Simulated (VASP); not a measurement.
# Au (P6_3/mmc) in VASP: notebook

The runs below take Au through single point, with r2SCAN.

All numbers are computed with VASP 6.6.1; they aren't measurements. Logs are shortened: lines on timing, memory, paths and dates and some standing lists are left out, and cuts for length are marked.

**1. The cell of the first run**

It takes space group P6_3/mmc (No. 194, hexagonal). The conventional cell has a = 2.890 Å, b = 2.890 Å, c = 4.743 Å, α = 90.00°, β = 90.00°, γ = 120.00°. Within 3.8 Å of Au (site symmetry -6m2) lie 12 Au at 2.89 to 2.90 Å.

This isn't the form of Au at room conditions, which is fcc.

**2. Single point, r2SCAN (strain +0.000 along x and y, -0.025 along z)**

The input, POSCAR:

```
Au
1.0
    2.8902925734      0.0000000000      0.0000000000
   -1.4451462867      2.5030667929      0.0000000000
    0.0000000000      0.0000000000      4.7430978028
Au
2
Direct
    0.3333333333      0.6666666667      0.7500000000
    0.6666666667      0.3333333333      0.2500000000
```

The input, INCAR.step1:

```
SYSTEM = Au
  PREC = Accurate
  ENCUT = 520
  ISMEAR = 0
  SIGMA = 0.15
  LREAL = .False.
  LASPH = .True.
  NELM = 100
  NBANDS = 18
  GGA = PE
  ALGO = Normal
  EDIFF = 1E-4
  LWAVE = .True.
  LCHARG = .False.
```

The input, INCAR.step2:

```
SYSTEM = Au
  PREC = Accurate
  ENCUT = 520
  EDIFF = 1E-6
  ISMEAR = 0
  SIGMA = 0.15
  LREAL = .False.
  LASPH = .True.
  NELM = 100
  ALGO = Normal
  ISIF = 2
  LWAVE = .False.
  LCHARG = .True.
  METAGGA = R2SCAN
  LMIXTAU = .True.
  LELF = .True.
  LVHAR = .True.
  NBANDS = 18
  ISTART = 1
```

The input, KPOINTS:

```
regular mesh
0
Gamma
  24 24 12
  0 0 0
```

Potentials or basis: VASP PAW PBE potentials, release 64 (Au).

On the command line:

```
> cat potpaw_PBE.64/Au/POTCAR > POTCAR
> cp INCAR.step1 INCAR
> mpirun -np 1 vasp_std > vasp.out
> cp INCAR.step2 INCAR
> mpirun -np 1 vasp_std > vasp.out
```

OUTCAR:

```text
SYSTEM = Au
   PREC = Accurate
   ENCUT = 520
   EDIFF = 1E-6
   ISMEAR = 0
   LREAL = .False.
   LASPH = .True.
   NELM = 100
   ISIF = 2
   METAGGA = R2SCAN
   ISTART = 1

 ion  position               nearest neighbor table
   1  0.333  0.667  0.750-   2 2.90   2 2.90   2 2.90   2 2.90   2 2.90   2 2.90
   2  0.667  0.333  0.250-   1 2.90   1 2.90   1 2.90   1 2.90   1 2.90   1 2.90

  LATTYP: Found a hexagonal cell.
 ALAT       =     2.8902925734
 C/A-ratio  =     1.6410441789

  Lattice vectors:

 A1 = (   2.8902925734,   0.0000000000,   0.0000000000)
 A2 = (  -1.4451462867,   2.5030667929,   0.0000000000)
 A3 = (   0.0000000000,   0.0000000000,   4.7430978028)

Analysis of symmetry for initial positions (statically):
=====================================================================
 Subroutine PRICEL returns:
 Original cell was already a primitive cell.

 Routine SETGRP: Setting up the symmetry group for a
 hexagonal supercell.

 Subroutine GETGRP returns: Found 24 space group operations
 (whereof 12 operations were pure point group operations)
 out of a pool of 24 trial point group operations.

The static configuration has the point symmetry D_3d.
 The point group associated with its full space group is D_6h.

Analysis of symmetry for dynamics (positions and initial velocities):
=====================================================================
 Subroutine PRICEL returns:
 Original cell was already a primitive cell.

 Routine SETGRP: Setting up the symmetry group for a
 hexagonal supercell.

 Subroutine GETGRP returns: Found 24 space group operations
 (whereof 12 operations were pure point group operations)
 out of a pool of 24 trial point group operations.

The dynamic configuration has the point symmetry D_3d.
 The point group associated with its full space group is D_6h.

 Subroutine INISYM returns: Found 24 space group operations
 (whereof 12 operations are pure point group operations),
 and found     1 'primitive' translations

----------------------------------------------------------------------------------------

                                     Primitive cell

  volume of cell :      34.3144

  direct lattice vectors                    reciprocal lattice vectors
     2.890292573  0.000000000  0.000000000     0.345985735  0.199754957  0.000000000
    -1.445146287  2.503066793  0.000000000     0.000000000  0.399509914  0.000000000
     0.000000000  0.000000000  4.743097803     0.000000000  0.000000000  0.210832676

  length of vectors
[... 81 lines left out ...]
   NELM   =    100;   NELMIN=  2; NELMDL=  0     # of ELM steps
   EDIFF  = 0.1E-05   stopping-criterion for ELM
   LREAL  =      F    real-space projection
   EDIFFG = 0.1E-04   stopping-criterion for IOM
   NSW    =      0    number of steps for IOM
   IBRION =     -1    ionic relax: 0-MD 1-quasi-New 2-CG
   NFREE  =      0    steps in history (QN), initial steepest desc. (CG)
   ISIF   =      2    stress and relaxation
   ISYM   =      2    0-nonsym 1-usesym 2-fastsym
   POTIM  = 0.5000    time-step for ionic-motion
   TEBEG  =    0.0;   TEEND  =   0.0 temperature during run
   PSTRESS=    0.0 pullay stress
   NELECT =      22.0000    total number of electrons
   NUPDOWN=      -1.0000    fix difference up-down
   EMIN   =  10.00;   EMAX   =-10.00  energy-range for DOS
   EFERMI =   0.00;   METHOD = LEGACY
   ISMEAR =     0;   SIGMA  =   0.15  broadening in eV -4-tet -1-fermi 0-gaus
   EFERMI_NEDOS =   21; number of points for ismear=-14 and -15
   IALGO  =     38    algorithm
   IMIX   =      4    mixing-type and parameters
     AMIX     =   0.40;   BMIX     =  1.00
     AMIX_MAG =   1.60;   BMIX_MAG =  1.00
  volume/ion in A,a.u.               =      17.16       115.78
  Fermi-wavevector in a.u.,A,eV,Ry     =   1.411639  2.667611 27.112661  1.992724
  Thomas-Fermi vector in A             =   2.533470
   LORBIT       =      0    0 simple, 1 ext, 2 COOP (PROOUT), +10 PAW based schemes
   METAGGA = R2SCAN    functional components
   LHFCALC =     F    Hartree Fock is set to
   AEXX    =    0.0000 exact exchange contribution
   IVDW    =     0    specifies the selected vdW correction
   LEPSILON=     F    determine dielectric tensor
   LRPA    =     F    only Hartree local field effects (RPA)
 non-spin polarized calculation
 Gauss-broadening in eV      SIGMA  =   0.15
  energy-cutoff  :      520.00
  volume of cell :       34.31
 maximum number of plane-waves:       966
 NGX is ok and might be reduce to    24
   NGX = 11   NGY = 11   NGZ = 17

 number of electron      22.0000005 magnetization

 Free energy of the ion-electron system (eV)
  ---------------------------------------------------
  ext. energy  EPLUGINS =         0.00000000
  ---------------------------------------------------
  free energy    TOTEN  =      -101.16471371 eV

  energy without entropy =     -101.15701551  energy(sigma->0) =     -101.16086461

 E-fermi :   9.2046     XC(G=0): -13.5781

 val. band max:        9.1966599674   @ k =   0.5000   0.0000   0.3333
 cond. band min:       9.2140023554   @ k =   0.3333   0.1250   0.5000
 fundamental gap:      0.0173423881
 Fermi energy:         9.2046062828

 k-point     1 :       0.0000    0.0000    0.0000
  band No.  band energies     occupation
      1      -0.8035      2.00000
      2       1.6618      2.00000
      3       4.2587      2.00000
      4       4.4153      2.00000
      5       4.4153      2.00000
      6       4.7587      2.00000
[... 481 lines left out ...]
      5       4.6772      2.00000
      6       4.9583      2.00000
[... 10 lines left out ...]
     17      21.6847      0.00000
     18      24.7613      0.00000

 [... further k-points ...]

------------------------ aborting loop because EDIFF is reached ----------------------------------------

  FORCE on cell =-STRESS in cart. coord.  units (eV):
  Direction    XX          YY          ZZ          XY          YZ          ZX
  --------------------------------------------------------------------------------------
  -------------------------------------------------------------------------------------
  Total        0.7938508      0.7938508      1.1437154      0.0000000      0.0000000      0.0000000
  in kB       37.0657791     37.0657791     53.4013492      0.0000000      0.0000000      0.0000000
  external PRESSURE =      42.5109691 kB  Pullay stress =       0.0000000 kB

 VOLUME and BASIS-vectors are now :
 -----------------------------------------------------------------------------
  energy-cutoff  :      520.00
  volume of cell :       34.31
      direct lattice vectors                 reciprocal lattice vectors
     2.890292573  0.000000000  0.000000000     0.345985735  0.199754957  0.000000000
    -1.445146287  2.503066793  0.000000000     0.000000000  0.399509914  0.000000000
     0.000000000  0.000000000  4.743097803     0.000000000  0.000000000  0.210832676

 POSITION                                       TOTAL-FORCE (eV/Angst)
 -----------------------------------------------------------------------------------
     -0.00000      1.66871      3.55732        -0.000000      0.000000      0.000000
      1.44515      0.83436      1.18577         0.000000     -0.000000      0.000000
 -----------------------------------------------------------------------------------
    total drift:                               -0.000000      0.000000     -0.000000

  FREE ENERGIE OF THE ION-ELECTRON SYSTEM (eV)
  ---------------------------------------------------
  free  energy   TOTEN  =      -101.1647137063 eV

  energy  without entropy=     -101.1570155144  energy(sigma->0) =     -101.16086461
```

Run time: 9.9 min. Hardware: 1 thread of AMD EPYC 9R45 (Zen 5), shared host; peak memory 0.31 GiB.

Results:

* Free energy: -101.1647 eV
* Pressure: 4.3 GPa
* Band gap on the k mesh: zero (bands 11 and 12 overlap by 7.30 eV)

Stress tensor (GPa, compression positive):
```
3.71 0.00 0.00
0.00 3.71 0.00
0.00 0.00 5.34
```

Levels at points of the mesh, in eV from the Fermi level:
```csv
k point,band 7,band 8,band 9,band 10,band 11,band 12,band 13,band 14,band 15,band 16
"(0.00, 0.00, 0.00)",-4.45,-3.90,-3.90,-2.39,-2.39,-0.79,3.04,15.32,16.95,17.65
"(0.50, 0.00, 0.00)",-3.86,-2.14,-2.09,-1.93,0.35,1.50,6.22,7.77,7.80,10.58
"(0.00, 0.00, 0.50)",-4.86,-4.86,-2.86,-2.86,-2.86,-2.86,11.64,11.64,15.57,15.57
"(0.50, 0.00, 0.50)",-2.57,-2.57,-2.01,-2.01,0.58,0.58,4.05,4.05,14.11,14.11
```

Caveat: the cell differs from its parent crystal (strain +0.000 along x and y, -0.025 along z); the cell stands under pressure; the PAW data sets were made with another functional, which shifts forces and pressure a little; spin-orbit coupling is left out, which moves the levels of the heavy elements.

(Part 1 of 3 ends here.)
